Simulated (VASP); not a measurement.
Wanted: the native input for a VASP 6.6.1 run.

```
Task                   : single point
Functional             : PBE
Potentials or basis    : VASP PAW PBE potentials, release 64 (Zn, Se)
Cutoff                 : 520 eV
k mesh                 : 4 × 4 × 4
Occupations            : gaussian, width 0.01 eV
Spin                   : no spin polarisation
Dipole correction      : no
Further INCAR settings : ALGO = Normal; EDIFF = 1e-07; NBANDS = 16
```

The structure of ZnSe (Stilleite) lies in POSCAR:

```
ZnSe
1.0
    0.0000000000      2.8324246760      2.8324246760
    2.8324246760      0.0000000000      2.8324246760
    2.8324246760      2.8324246760      0.0000000000
Zn Se
1 1
Direct
    0.0000000000      0.0000000000      0.0000000000
    0.2500000000      0.2500000000      0.2500000000
```

One way to write it, as run:

INCAR

```
PREC     = Accurate       # precision mode
ENCUT    = 520            # plane-wave cutoff, eV
EDIFF    = 1E-7           # SCF threshold, eV
ISMEAR   = 0              # smearing method
SIGMA    = 0.01           # smearing width, eV
LREAL    = False          # projectors in reciprocal space
LASPH    = True           # aspherical terms in the spheres
NELM     = 100            # most SCF steps
ALGO     = Normal         # electronic algorithm
ISIF     = 2              # what is computed and relaxed
LWAVE    = False          # write WAVECAR
LCHARG   = False          # write CHGCAR
GGA      = PE             # functional
NBANDS   = 16             # bands
```

KPOINTS

```
regular mesh
0
Gamma
  4 4 4
```

Potentials or basis: VASP PAW PBE potentials, release 64 (Zn, Se).

Command:

```sh
$ cat potpaw_PBE.64/Zn/POTCAR potpaw_PBE.64/Se/POTCAR > POTCAR
$ mpirun -np 1 vasp_std > vasp.out
```

It gave:

```json
{
  "Pressure": "2.8 GPa",
  "Band gap on the k mesh": "1.28 eV, direct"
}
```

Caveat: the k points lie up to 0.48 Å⁻¹ apart.

Wall time 6.4 s on 1 thread of Intel(R) Xeon(R) Platinum 8488C (Sapphire Rapids), with other jobs on the host, peak memory 0.16 GiB.
